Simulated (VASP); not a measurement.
# B15As8 in VASP: notebook, part 2 of 2

VASP 6.6.1.

### Step 4. Single point, PBE

Contents of INCAR:

```
PREC     = Accurate       # precision mode
ENCUT    = 520            # plane-wave cutoff, eV
EDIFF    = 1E-7           # SCF threshold, eV
ISMEAR   = -1             # smearing method
SIGMA    = 0.05           # smearing width, eV
LREAL    = Auto         
LASPH    = T              # aspherical terms in the spheres
NELM     = 60             # most SCF steps
ALGO     = Normal         # electronic algorithm
ISIF     = 2              # what is computed and relaxed
LWAVE    = F              # write WAVECAR
LCHARG   = T              # write CHGCAR
GGA      = PE             # functional
LELF     = T              # ELF
LVHAR    = T            
ISYM     = 0            
NBANDS   = 60             # bands
```

Contents of KPOINTS:

```
Automatic mesh
0
Gamma
  1 1 1
  0.25 0.25 0.25
```

Contents of POSCAR:

```
B15As8
1.0
    6.7523970000     -0.0821590000     -0.0565340000
   -0.0821590000      6.5439730000      0.0455560000
   -0.0565340000      0.0455560000      7.1307640000
As B
8 15
Direct
    0.7256542428      0.0287348807      0.7365603589
    0.3804430284      0.7617408947      0.4993188806
    0.6569435034      0.2746466850      0.0645212546
    0.8296541306      0.9258413197      0.3967853991
    0.1138141509      0.2160464381      0.7392396043
    0.1103424095      0.1838037644      0.3566105586
    0.4276966908      0.1961540589      0.5560906812
    0.6494839217      0.5285360582      0.4976348867
    0.6292013815      0.7483496094      0.8394924381
    0.5873109527      0.5708259419      0.2023954924
    0.7440106524      0.7309211599      0.0590006981
    0.8476463355      0.5139354692      0.1369290855
    0.1971762637      0.8410747016      1.0450800453
    1.0517411411      0.5028820681      0.8320380310
    0.8069971808      0.5334458346      0.8904193324
    0.4443452477      0.7406262613      0.0011569089
    0.0920274810      0.5967196683      1.0545370062
    0.3133891077      0.6716830500      0.2125953049
    0.1311566647      0.6638702775      0.6574442145
    0.9596077049      0.8609398237      0.0762237381
    0.2398888949      0.6860530942      0.8583085970
    0.9829674828      0.6501833554      0.4643801605
    0.0529107568      0.4856770603      0.2864063027
```

Potentials or basis: VASP PAW PBE potentials, release 64 (As, B).

Command:

```
$ cat potpaw_PBE.64/As/POTCAR potpaw_PBE.64/B/POTCAR > POTCAR
$ mpirun -np 1 vasp_std > vasp.out
```

OUTCAR:

```text
PREC = Accurate
   ENCUT = 520
   EDIFF = 1E-7
   ISMEAR = -1
   LREAL = Auto
   LASPH = T
   NELM = 60
   ISIF = 2
   GGA = PE
   ISYM = 0

 ion  position               nearest neighbor table
   1  0.726  0.029  0.737-   9 2.06   7 2.63   4 2.63   5 2.87   3 2.91
   2  0.380  0.762  0.499-  19 2.12  18 2.17   8 2.40   7 2.89
   3  0.657  0.275  0.065-  12 2.07  10 2.25  15 2.31   1 2.91
   4  0.830  0.926  0.397-  22 2.15  20 2.51   6 2.52   1 2.63
   5  0.114  0.216  0.739-  14 2.05   7 2.51   6 2.74   1 2.87
   6  0.110  0.184  0.357-  23 2.08   4 2.52   7 2.55   5 2.74
   7  0.428  0.196  0.556-   5 2.51   6 2.55   1 2.63   8 2.64   2 2.89
   8  0.649  0.529  0.498-  10 2.16  22 2.38   2 2.40   7 2.64
   9  0.629  0.748  0.839-  16 1.71  11 1.74  15 1.90   1 2.06
  10  0.587  0.571  0.202-  11 1.79  12 1.87  18 1.98  16 2.05   8 2.16   3 2.25
  11  0.744  0.731  0.059-  20 1.67  12 1.68   9 1.74  10 1.79  15 1.84  16 2.06
  12  0.848  0.514  0.137-  11 1.68  23 1.75  15 1.78  17 1.83  10 1.87   3 2.07
  13  0.197  0.841  0.045-  20 1.63  21 1.72  17 1.73  18 1.80  16 1.84
  14  0.052  0.503  0.832-  19 1.70  17 1.72  15 1.73  21 1.73   5 2.05
  15  0.807  0.533  0.890-  14 1.73  12 1.78  11 1.84   9 1.90   3 2.31
  16  0.444  0.741  0.001-   9 1.71  21 1.74  18 1.81  13 1.84  10 2.05  11 2.06
  17  0.092  0.597  0.055-  14 1.72  13 1.73  21 1.81  23 1.82  12 1.83  18 1.92  20 1.98
  18  0.313  0.672  0.213-  13 1.80  16 1.81  17 1.92  10 1.98   2 2.17
  19  0.131  0.664  0.657-  21 1.61  22 1.69  14 1.70   2 2.12
  20  0.960  0.861  0.076-  13 1.63  11 1.67  17 1.98   4 2.51
  21  0.240  0.686  0.858-  19 1.61  13 1.72  14 1.73  16 1.74  17 1.81
  22  0.983  0.650  0.464-  19 1.69  23 1.75   4 2.15   8 2.38
  23  0.053  0.486  0.286-  12 1.75  22 1.75  17 1.82   6 2.08

IMPORTANT INFORMATION: All symmetrisations will be switched off!
NOSYMM: (Re-)initialisation of all symmetry stuff for point group C_1.

----------------------------------------------------------------------------------------

                                     Primitive cell

  volume of cell :     315.0080

  direct lattice vectors                    reciprocal lattice vectors
     6.752397000 -0.082159000 -0.056534000     0.148127821  0.001851638  0.001162555
    -0.082159000  6.543973000  0.045556000     0.001851638  0.152842309 -0.000961777
[... 134 lines left out ...]
 non-spin polarized calculation
  energy-cutoff  :      520.00
  volume of cell :      315.01
 maximum number of plane-waves:      8505
 NGX is ok and might be reduce to    50
   NGX = 25   NGY = 25   NGZ = 27

 number of electron      85.0000001 magnetization

 Free energy of the ion-electron system (eV)
  ---------------------------------------------------
  ext. energy  EPLUGINS =         0.00000000
  ---------------------------------------------------
  free energy    TOTEN  =      -126.04232096 eV

  energy without entropy =     -125.97040592  energy(sigma->0) =     -126.00636344

 E-fermi :   4.1906     XC(G=0): -10.0371

 val. band max:        4.1898045438   @ k =   0.2500   0.2500   0.2500
 cond. band min:       4.9432965607   @ k =   0.2500   0.2500   0.2500
 fundamental gap:      0.7534920168
 Fermi energy:         4.1905981204

 k-point     1 :       0.2500    0.2500    0.2500
  band No.  band energies     occupation
      1     -10.4977      2.00000
      2      -9.3460      2.00000
      3      -9.1194      2.00000
      4      -8.5641      2.00000
      5      -7.6744      2.00000
      6      -7.3113      2.00000
[... 46 lines left out ...]
     53       7.4673      0.00000
     54       7.6554      0.00000
 [bands above 54 left out]

------------------------ aborting loop because EDIFF is reached ----------------------------------------

  FORCE on cell =-STRESS in cart. coord.  units (eV):
  Direction    XX          YY          ZZ          XY          YZ          ZX
  --------------------------------------------------------------------------------------
  -------------------------------------------------------------------------------------
  Total      -15.5865435      4.5546580      3.6742608      7.0359737      1.3041596      1.1387498
  in kB      -79.2754627     23.1656635     18.6878332     35.7860018      6.6331482      5.7918498
  external PRESSURE =     -12.4739887 kB  Pullay stress =       0.0000000 kB

 VOLUME and BASIS-vectors are now :
 -----------------------------------------------------------------------------
  energy-cutoff  :      520.00
  volume of cell :      315.01
      direct lattice vectors                 reciprocal lattice vectors
     6.752397000 -0.082159000 -0.056534000     0.148127821  0.001851638  0.001162555
    -0.082159000  6.543973000  0.045556000     0.001851638  0.152842309 -0.000961777
    -0.056534000  0.045556000  7.130764000     0.001162555 -0.000961777  0.140252789

 POSITION                                       TOTAL-FORCE (eV/Angst)
 -----------------------------------------------------------------------------------
      4.85590      0.16198      5.21252         0.049915      0.298940     -0.340168
      2.47809      4.97630      3.57372        -1.023317      0.652992     -0.300889
      4.40973      1.74625      0.43546         0.452324      0.181535     -0.299483
      5.50366      6.00859      2.82466        -0.053226     -0.287642      0.281636
      0.70898      1.43813      5.27475         0.064705     -0.228169     -0.306483
      0.70981      1.20999      2.54504        -0.068937      0.007620      0.411564
[... 15 lines left out ...]
      6.55771      4.19518      3.28543        -0.177703     -0.038219      0.132246
      0.30118      3.18696      2.06143         0.046844      0.706265     -0.490918
 -----------------------------------------------------------------------------------
    total drift:                               -0.009472      0.005913     -0.008131

  FREE ENERGIE OF THE ION-ELECTRON SYSTEM (eV)
  ---------------------------------------------------
  free  energy   TOTEN  =      -126.0423209601 eV

  energy  without entropy=     -125.9704059172  energy(sigma->0) =     -126.00636344
```

stdout:

```text
POSCAR found type information on POSCAR AsB
 POSCAR found :  2 types and      23 ions
 scaLAPACK will be used
 LDA part: xc-table for (Slater+PW92), standard interpolation
 POSCAR, INCAR and KPOINTS ok, starting setup
 FFT: planning ... GRIDC
 FFT: planning ... GRID_SOFT
 FFT: planning ... GRID
 WAVECAR not read
 entering main loop
```

Wall time 82 s (1 thread of AMD EPYC 7R13 (Zen 3), shared host); peak memory 0.29 GiB.

Results:

```
Free energy   : -126.0423 eV
Pressure      : -1.2 GPa
Largest force : 2.244 eV/Å
```

Forces on the atoms (eV/Å):
```
As   0.050  0.299 -0.340
As  -1.023  0.653 -0.301
As   0.452  0.182 -0.299
As  -0.053 -0.288  0.282
As   0.065 -0.228 -0.306
As  -0.069  0.008  0.412
As   0.377 -0.321  0.143
As   0.854 -0.174 -0.261
B    0.491 -0.325  0.582
B   -0.794 -0.216  0.035
B   -0.745  0.394 -0.678
B   -0.294 -0.914  0.016
B    0.970  0.018  0.353
B   -0.399 -0.388 -0.766
B   -0.224  0.403  0.228
B    0.251  0.520  1.142
B    0.105 -0.567  1.215
B   -0.230 -0.235  0.458
B    0.203 -0.029 -2.234
B   -0.083  0.682  0.319
B    0.228 -0.141  0.362
B   -0.178 -0.038  0.132
B    0.047  0.706 -0.491
```

Levels at points of the mesh, in eV from the Fermi level:
| k point | band 39 | band 40 | band 41 | band 42 | band 43 | band 44 | band 45 | band 46 | band 47 | band 48 |
| --- | --- | --- | --- | --- | --- | --- | --- | --- | --- | --- |
| (0.25, 0.25, 0.25) | -1.01 | -0.66 | -0.55 | -0.28 | 0.00 | 0.75 | 1.16 | 1.51 | 1.75 | 1.96 |

Caveat: the k points lie up to 0.96 Å⁻¹ apart.
